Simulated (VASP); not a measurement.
# ZnS (P3m1) in VASP: notebook

ZnS is run at these levels: r2SCAN; tasks: single point.

Everything below comes from runs of VASP 6.6.1. Logs are shortened: lines on timing, memory, paths and dates and some standing lists are left out, and cuts for length are marked.

### 1 The cell of the first run

The structure is trigonal, space group P3m1 (No. 156). The conventional cell has a = 3.809 Å, b = 3.809 Å, c = 13.216 Å, α = 90.00°, β = 90.00°, γ = 120.00°. Zn (site symmetry 3m) has 4 S at 2.33 Å within 3.1 Å. Zn (site symmetry 3m) has 4 S at 2.33 Å within 3.1 Å. Within 3.1 Å of Zn (site symmetry 3m) lie 4 S at 2.33 to 3.09 Å. Within 3.1 Å of Zn (site symmetry 3m) lie 4 S at 2.33 to 2.34 Å. S (site symmetry 3m) has 4 Zn at 2.33 Å within 3.1 Å. S (site symmetry 3m) has 4 Zn at 2.33 Å within 3.1 Å. Within 3.1 Å of S (site symmetry 3m) lie 4 Zn at 2.33 to 3.09 Å. Within 3.1 Å of S (site symmetry 3m) lie 4 Zn at 2.33 to 2.34 Å.

### 2 Single point, r2SCAN (the distance across one plane changed)

File POSCAR:

```
ZnS
1.0
   -3.8087369231      0.0000000000      0.0000000000
   -1.9043684615     -3.2984629317      0.0000000000
    0.0000000000      0.0000000000     13.2164651483
Zn S
4 4
Direct
    1.0000000000      1.0000000000      0.6190230963
    0.0000000000      0.0000000000      0.1473967950
    0.3333333333      0.3333333333      0.8547949556
    0.6666666667      0.6666666667      0.3831686543
    0.0000000000      1.0000000000      0.7955261752
    0.0000000000      0.0000000000      0.3238998739
    0.3333333333      0.3333333333      0.0884099783
    0.6666666667      0.6666666667      0.5600362796
```

File INCAR.step1:

```
ALGO = Normal ; EDIFF = 1E-4
ENCUT = 520 ; GGA = PE
ISMEAR = 0 ; LASPH = T
LCHARG = F ; LREAL = F
LWAVE = T ; NBANDS = 46
NELM = 60 ; PREC = Accurate
SIGMA = 0.05
```

File INCAR.step2:

```
ALGO = Normal ; EDIFF = 1E-6
ENCUT = 520 ; ISIF = 2
ISMEAR = 0 ; ISTART = 1
LASPH = T ; LCHARG = F
LMIXTAU = T ; LREAL = F
LWAVE = F ; METAGGA = R2SCAN
NBANDS = 46 ; NELM = 60
PREC = Accurate ; SIGMA = 0.05
```

File KPOINTS:

```
k-points
0
Gamma
  7 7 2
```

Potentials or basis: VASP PAW PBE potentials, release 64 (Zn, S).

On the command line:

```sh
cat potpaw_PBE.64/Zn/POTCAR potpaw_PBE.64/S/POTCAR > POTCAR
cp INCAR.step1 INCAR
mpirun -np 1 vasp_std > vasp.out
cp INCAR.step2 INCAR
mpirun -np 1 vasp_std > vasp.out
```

OUTCAR:

```text
EDIFF = 1E-6
   ENCUT = 520
   ISIF = 2
   ISMEAR = 0
   ISTART = 1
   LASPH = T
   LREAL = F
   METAGGA = R2SCAN
   NELM = 60
   PREC = Accurate

 ion  position               nearest neighbor table
   1  0.000  0.000  0.619-   5 2.33   8 2.33   8 2.33   8 2.33
   2  0.000  0.000  0.147-   6 2.33   7 2.33   7 2.33   7 2.33
   3  0.333  0.333  0.855-   5 2.33   5 2.33   5 2.33
   4  0.667  0.667  0.383-   6 2.33   6 2.33   6 2.33   8 2.34
   5  0.000  0.000  0.796-   1 2.33   3 2.33   3 2.33   3 2.33
   6  0.000  0.000  0.324-   2 2.33   4 2.33   4 2.33   4 2.33
   7  0.333  0.333  0.088-   2 2.33   2 2.33   2 2.33
   8  0.667  0.667  0.560-   1 2.33   1 2.33   1 2.33   4 2.34

  LATTYP: Found a hexagonal cell.
 ALAT       =     3.8087369230
 C/A-ratio  =     3.4700388647

  Lattice vectors:

 A1 = (   1.9043684615,   3.2984629317,   0.0000000000)
 A2 = (  -3.8087369231,   0.0000000000,   0.0000000000)
 A3 = (   0.0000000000,   0.0000000000,  13.2164651483)

Analysis of symmetry for initial positions (statically):
=====================================================================
 Subroutine PRICEL returns:
 Original cell was already a primitive cell.

 Routine SETGRP: Setting up the symmetry group for a
 hexagonal supercell.

 Subroutine GETGRP returns: Found  6 space group operations
 (whereof  6 operations were pure point group operations)
 out of a pool of 24 trial point group operations.

The static configuration has the point symmetry C_3v.

Analysis of symmetry for dynamics (positions and initial velocities):
=====================================================================
 Subroutine PRICEL returns:
 Original cell was already a primitive cell.

 Routine SETGRP: Setting up the symmetry group for a
 hexagonal supercell.

 Subroutine GETGRP returns: Found  6 space group operations
 (whereof  6 operations were pure point group operations)
 out of a pool of 24 trial point group operations.

The dynamic configuration has the point symmetry C_3v.

 Subroutine INISYM returns: Found  6 space group operations
 (whereof  6 operations are pure point group operations),
 and found     1 'primitive' translations

----------------------------------------------------------------------------------------

                                     Primitive cell
[... 96 lines left out ...]
   EDIFFG = 0.1E-04   stopping-criterion for IOM
   NSW    =      0    number of steps for IOM
   IBRION =     -1    ionic relax: 0-MD 1-quasi-New 2-CG
   NFREE  =      0    steps in history (QN), initial steepest desc. (CG)
   ISIF   =      2    stress and relaxation
   ISYM   =      2    0-nonsym 1-usesym 2-fastsym
   POTIM  = 0.5000    time-step for ionic-motion
   TEBEG  =    0.0;   TEEND  =   0.0 temperature during run
   PSTRESS=    0.0 pullay stress
   NELECT =      72.0000    total number of electrons
   NUPDOWN=      -1.0000    fix difference up-down
   EMIN   =  10.00;   EMAX   =-10.00  energy-range for DOS
   EFERMI =   0.00;   METHOD = LEGACY
   ISMEAR =     0;   SIGMA  =   0.05  broadening in eV -4-tet -1-fermi 0-gaus
   EFERMI_NEDOS =   21; number of points for ismear=-14 and -15
   IALGO  =     38    algorithm
   IMIX   =      4    mixing-type and parameters
     AMIX     =   0.40;   BMIX     =  1.00
     AMIX_MAG =   1.60;   BMIX_MAG =  1.00
  volume/ion in A,a.u.               =      20.75       140.06
  Fermi-wavevector in a.u.,A,eV,Ry     =   1.239129  2.341613 20.890924  1.535440
  Thomas-Fermi vector in A             =   2.373625
   LORBIT       =      0    0 simple, 1 ext, 2 COOP (PROOUT), +10 PAW based schemes
   METAGGA = R2SCAN    functional components
   LHFCALC =     F    Hartree Fock is set to
   AEXX    =    0.0000 exact exchange contribution
   IVDW    =     0    specifies the selected vdW correction
   LEPSILON=     F    determine dielectric tensor
   LRPA    =     F    only Hartree local field effects (RPA)
 non-spin polarized calculation
 Gauss-broadening in eV      SIGMA  =   0.05
  energy-cutoff  :      520.00
  volume of cell :      166.04
 maximum number of plane-waves:      4495
   NGX = 15   NGY = 15   NGZ = 49

 number of electron      72.0000020 magnetization

 Free energy of the ion-electron system (eV)
  ---------------------------------------------------
  ext. energy  EPLUGINS =         0.00000000
  ---------------------------------------------------
  free energy    TOTEN  =       -74.69787953 eV

  energy without entropy =      -74.69787953  energy(sigma->0) =      -74.69787953

 E-fermi :   2.3429     XC(G=0):  -9.9982

 val. band max:        2.1131238486   @ k =   0.0000   0.0000   0.0000
 cond. band min:       3.4891952385   @ k =   0.0000   0.0000   0.0000
 fundamental gap:      1.3760713900
 Fermi energy:         2.3428845044

 k-point     1 :       0.0000    0.0000    0.0000
  band No.  band energies     occupation
      1     -12.7015      2.00000
      2     -12.0856      2.00000
      3     -11.4800      2.00000
      4     -10.5474      2.00000
      5      -5.7485      2.00000
      6      -5.7485      2.00000
[... 773 lines left out ...]
     45       9.1989      0.00000
     46       9.5860      0.00000

------------------------ aborting loop because EDIFF is reached ----------------------------------------

  FORCE on cell =-STRESS in cart. coord.  units (eV):
  Direction    XX          YY          ZZ          XY          YZ          ZX
  --------------------------------------------------------------------------------------
  -------------------------------------------------------------------------------------
  Total       -0.8373002     -0.8373002     -3.3175836      0.0000000      0.0000000     -0.0000000
  in kB       -8.0794883     -8.0794883    -32.0128657      0.0000000      0.0000000     -0.0000000
  external PRESSURE =     -16.0572808 kB  Pullay stress =       0.0000000 kB

 VOLUME and BASIS-vectors are now :
 -----------------------------------------------------------------------------
  energy-cutoff  :      520.00
  volume of cell :      166.04
      direct lattice vectors                 reciprocal lattice vectors
    -3.808736923  0.000000000  0.000000000    -0.262554233  0.151585757  0.000000000
    -1.904368462 -3.298462932  0.000000000     0.000000000 -0.303171514  0.000000000
     0.000000000  0.000000000 13.216465148     0.000000000  0.000000000  0.075663197

 POSITION                                       TOTAL-FORCE (eV/Angst)
 -----------------------------------------------------------------------------------
      0.00000      0.00000      8.18130        -0.000000     -0.000000     -0.397074
      0.00000      0.00000      1.94806        -0.000000      0.000000     -0.445348
     -1.90437     -1.09949     11.29737         0.000000      0.000000      0.629485
     -3.80874     -2.19898      5.06414         0.000000      0.000000     -0.358486
      0.00000      0.00000     10.51404        -0.000000     -0.000000      0.795840
      0.00000      0.00000      4.28081        -0.000000     -0.000000      0.389469
     -1.90437     -1.09949      1.16847        -0.000000     -0.000000     -0.995135
     -3.80874     -2.19898      7.40170        -0.000000     -0.000000      0.381248
 -----------------------------------------------------------------------------------
    total drift:                                0.000007      0.000004     -0.005518

  FREE ENERGIE OF THE ION-ELECTRON SYSTEM (eV)
  ---------------------------------------------------
  free  energy   TOTEN  =       -74.6978795331 eV

  energy  without entropy=      -74.6978795330  energy(sigma->0) =      -74.69787953
```

OUTCAR.step1:

```text
EDIFF = 1E-4
   ENCUT = 520
   GGA = PE
   ISMEAR = 0
[... 1018 lines left out ...]
      0.00000      0.00000     10.51404         0.000000      0.000000      0.758631
      0.00000      0.00000      4.28081        -0.000000      0.000000      0.363452
     -1.90437     -1.09949      1.16847        -0.000000      0.000000     -1.033630
     -3.80874     -2.19898      7.40170         0.000000      0.000000      0.357428
 -----------------------------------------------------------------------------------
    total drift:                               -0.000001     -0.000000     -0.006255

  FREE ENERGIE OF THE ION-ELECTRON SYSTEM (eV)
  ---------------------------------------------------
  free  energy   TOTEN  =       -26.7305926249 eV

  energy  without entropy=      -26.7305926249  energy(sigma->0) =      -26.73059262
```

Run time: 4.1 min. Hardware: 1 thread of Intel Xeon 6975P-C (Granite Rapids), shared host; peak memory 0.33 GiB.

Results:

| Item | Value |
| --- | --- |
| Free energy | -74.6979 eV |
| Pressure | -1.6 GPa |
| Largest force | 0.995 eV/Å |
| Band gap on the k mesh | 1.38 eV |

Forces on the atoms (eV/Å):
```
Zn   0.000  0.000 -0.397
Zn   0.000  0.000 -0.445
Zn   0.000  0.000  0.629
Zn   0.000  0.000 -0.358
S    0.000  0.000  0.796
S    0.000  0.000  0.389
S    0.000  0.000 -0.995
S    0.000  0.000  0.381
```

Caveat: the cell differs from its parent crystal (the distance across one plane changed); the PAW data sets were made with another functional, which shifts forces and pressure a little; an odd mesh through Γ misses points on the zone boundary, where band edges can lie.

(Continued in part 2 of 2.)
